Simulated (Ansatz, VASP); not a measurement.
YSc2 in VASP and in Ansatz

```
Y Sc
1.0
     5.31694    0.00000    0.00000
    -2.65847    4.60460    0.00000
     0.00000    0.00000    3.32419
Y Sc
1 2
Direct
  0.00000 0.00000 0.00000
  0.33333 0.66667 0.50000
  0.66667 0.33333 0.50000
```

Alike in both runs: functional PBE; k mesh 12 × 12 × 14; occupations gaussian, width 0.1 eV; no spin polarisation.

Ansatz relaxed the structure, and its values are those at the end. VASP's run is a single point on that final structure, the one shown.

```csv
,VASP,Ansatz
version,VASP 6.6.1,Ansatz 0.2.0
potentials or method,"VASP PAW PBE potentials, release 64 (Y_sv, Sc_sv), cutoff 520 eV","scalar-relativistic, plane waves, PAW"
valence electrons in the cell,33,33
```

```csv
,VASP,Ansatz,Ansatz less VASP
gap on the k mesh at the Fermi level (eV),none,none,-
pressure (GPa),0.0,0.0,+0.05
```

A gap of «none» marks a metal or a gap that the smearing closes.
